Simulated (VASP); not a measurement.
Write the native input for VASP 6.6.1 that does the following.

- Task: relaxation of cell and atoms
- Functional: PBE
- Potentials or basis: VASP PAW PBE potentials, release 64 (Ga_d, Te, Pd)
- Cutoff: 600 eV
- k mesh: 3 × 3 × 4
- Occupations: gaussian, width 0.1 eV
- Spin: no spin polarisation
- Dipole correction: no
- Further INCAR settings: ALGO = Normal; EDIFF = 1e-07; IBRION = 2; EDIFFG = -0.04; NSW = 90; ISIF = 3

The structure of Ga2Te3Pd lies in POSCAR:

```
Ga2Te3Pd
1.0
    6.6120688100      0.0000000000      0.0000000000
   -3.3060344000      5.7262195600      0.0000000000
    0.0000000000      0.0000000000      4.7046119100
Ga Te Pd
2 3 1
Direct
    0.0000000000      0.0000000000      0.0000000000
    0.6666666700      0.3333333300      0.5000000000
    0.4878661200      0.5121338800      0.0000000000
    0.4878661200      0.9757322400      0.0000000000
    0.0242677600      0.5121338800      0.0000000000
    0.3333333300      0.6666666700      0.5000000000
```

The cell was built from a structure type or drawn by symmetry, and may not be a known phase.

The input as run:

INCAR

```
SYSTEM = Ga2Te3Pd
PREC = Accurate
ENCUT = 600
EDIFF = 1E-7
ISMEAR = 0
SIGMA = 0.1
LREAL = .False.
LASPH = .True.
NELM = 80
ALGO = Normal
ISIF = 3
LWAVE = .False.
LCHARG = .False.
GGA = PE
IBRION = 2
NSW = 90
EDIFFG = -0.04
```

KPOINTS

```
Automatic mesh
0
Gamma
  3 3 4
  0 0 0
```

Potentials or basis: VASP PAW PBE potentials, release 64 (Ga_d, Te, Pd).

Command:

```bash
$ cat potpaw_PBE.64/Ga_d/POTCAR potpaw_PBE.64/Te/POTCAR potpaw_PBE.64/Pd/POTCAR > POTCAR
$ mpirun -np 1 vasp_std > vasp.out
```

Results of the run:

* Relaxed volume: 28.92 Å³/atom
* Relaxed cell: a = 7.007 Å, b = 7.007 Å, c = 4.081 Å, α = 90.00°, β = 90.00°, γ = 120.00°
* Space group after relaxing (to 0.1 Å): P-6m2 (No. 187)
* Energy gained by relaxing: 113.5 meV/atom
* Ionic steps: 6
* Pressure after relaxing: 0.1 GPa
* Largest force after relaxing: 0.032 eV/Å
* Band gap on the k mesh: zero (bands 27 and 28 overlap by 0.67 eV)

Caveat: the k points lie up to 0.38 Å⁻¹ apart in the final cell, too coarse for converged energies and pressures of a metal; spin-orbit coupling is left out, which moves the levels of the heavy elements.

Wall time 5.8 min on 1 thread of Intel(R) Xeon(R) Platinum 8259CL CPU @ 2.50GHz (Skylake/Cascade Lake), with other jobs on the host, peak memory 0.39 GiB.
